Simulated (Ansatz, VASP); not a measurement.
# One calculation of TiB2, two programs

```
CELL_PARAMETERS angstrom
3.02920 0.04544 0.04544
-1.47525 2.60064 0.01663
0.04843 0.04843 3.22840
ATOMIC_POSITIONS crystal
Ti 0.00000 0.00000 0.00000
B 0.33333 0.66667 0.50000
B 0.66667 0.33333 0.50000
```

Change from the starting cell: equal xy, yz and zx shear strains of +3 %, crystal datasets.

Alike in both runs: task electric field gradients; functional PBEsol; k mesh 15 × 15 × 13; occupations fermi-dirac, width 0.08 eV; no spin polarisation.

```csv
,VASP,Ansatz
version,VASP 6.6.1,Ansatz 0.2.0
potentials or method,"VASP PAW PBE potentials, release 64 (Ti_sv, B), cutoff 520 eV","all-electron PAW with datasets made for the crystal, scalar-relativistic"
```

Ansatz gave:

- pressure (GPa): -4.4
- traceless stress, the component that is largest in VASP (GPa): -8.52
- rms of the force components (eV/Å): 0.056
- size of Vzz on the site where it differs most (V/Å²): 34.3

**Question.** Which values does VASP return?

**Answer.** Pressure (GPa): -4.0; traceless stress, the component that is largest in VASP (GPa): -8.53; rms of the force components (eV/Å): 0.058; size of Vzz on the site where it differs most (V/Å²): 31.7.

VASP's potentials were made for PBE, not for PBEsol. Atom by atom the forces differ by 0.002 eV/Å (rms over components). Ansatz ran all-electron here, and VASP with PAW potentials.
